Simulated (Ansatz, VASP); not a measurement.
# Two plane-wave programs on MoS2

Contents of INCAR:

```
SYSTEM = MoS2
PREC = Accurate
ENCUT = 500
EDIFF = 1E-6
ISMEAR = 0
SIGMA = 0.05
LREAL = .FALSE.
LASPH = .TRUE.
NELM = 120
ALGO = Normal
ISIF = 2
LWAVE = .FALSE.
LCHARG = .FALSE.
GGA = PE
IVDW = 12
NBANDS = 20
GGA_COMPAT = .FALSE.
```

KPOINTS

```
regular mesh
0
G
  12 12 6
  0 0 0
```

Contents of POSCAR:

```
MoS2
1.0
    3.0792890863      0.0000000000      0.0000000000
   -1.5396445432      2.6667425743      0.0000000000
    0.0000000000      0.0000000000      6.6728194499
Mo S
1 2
Direct
    0.0000000000      0.0000000000      0.0000000000
    0.3333333333      0.6666666667      0.2357940733
    0.3333333333      0.6666666667      0.7642059267
```

Input for Ansatz:

```yaml
crystal:
  lattice:
    - [3.0792890863, 0.0, 0.0]
    - [-1.5396445432, 2.6667425743, 0.0]
    - [0.0, 0.0, 6.6728194499]
  atoms:
    - { symbol: Mo, position: [0.0, 0.0, 0.0] }
    - { symbol: S, position: [0.3333333333, 0.6666666667, 0.2357940733] }
    - { symbol: S, position: [0.3333333333, 0.6666666667, 0.7642059267] }
basis:
  ecutwfc: 420
kpoints:
  mp_grid: { grid: [12, 12, 6] }
hamiltonian:
  xc: pbe
  dispersion: d3bj
scf:
  occupations: { method: gaussian, width: 0.05 }
output:
  forces: true
  stress: true
  eigenvalues: true
```

Alike in both runs: task single point; functional PBE; dispersion D3(BJ); k mesh 12 × 12 × 6; occupations gaussian, width 0.05 eV; no spin polarisation.

```csv
,VASP,Ansatz
version,VASP 6.6.1,Ansatz 0.2.0
potentials or method,"VASP PAW PBE potentials, release 64 (Mo_sv, S), cutoff 500 eV","scalar-relativistic, plane waves, PAW"
valence electrons in the cell,26,26
```

```csv
,VASP,Ansatz,Ansatz less VASP
gap on the k mesh at the Fermi level (eV),1.35,1.33,-0.011
least direct gap on the mesh (eV),2.02,2.01,-0.005
pressure (GPa),5.9,6.0,+0.14
"traceless stress, the component that is largest in VASP (GPa)",-2.86,-2.80,+0.060
rms of the force components (eV/Å),0.164,0.172,+0.0075
```

Atom by atom the forces differ by 0.008 eV/Å (rms over components).
